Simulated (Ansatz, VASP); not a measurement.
# One calculation of Si2Mo, two programs

```xyz
3
Lattice="-1.6748 1.6748 3.9107 1.6748 -1.6748 3.9107 1.6748 1.6748 -3.9107" Properties=species:S:1:pos:R:3 pbc="T T T"
Si    0.0000    0.0000    2.6206
Si    0.0000    0.0000    5.2008
Mo    0.0000    0.0000    0.0000
```

Change from the starting cell: strain +0.050 along x and y, +0.000 along z, atoms carried along.

Alike in both runs: task single point; functional PBEsol; k mesh 20 × 20 × 20; occupations gaussian, width 0.15 eV; no spin polarisation.

|  | VASP | Ansatz |
| --- | --- | --- |
| version | VASP 6.6.1 | Ansatz 0.2.0 |
| potentials or method | VASP PAW PBE potentials, release 64 (Si, Mo_sv), cutoff 520 eV | scalar-relativistic, plane waves, PAW |
| valence electrons in the cell | 22 | 22 |

Ansatz gave:

* gap on the k mesh at the Fermi level (eV): none
* pressure (GPa): -16.4
* traceless stress, the component that is largest in VASP (GPa): 9.08
* rms of the force components (eV/Å): 0.059

Q: What did VASP give for the same quantities?

A: gap on the k mesh at the Fermi level (eV): none; pressure (GPa): -16.1; traceless stress, the component that is largest in VASP (GPa): 9.11; rms of the force components (eV/Å): 0.058.

VASP's potentials were made for PBE, not for PBEsol. Atom by atom the forces differ by 0.001 eV/Å (rms over components). A gap of «none» marks a metal or a gap that the smearing closes.
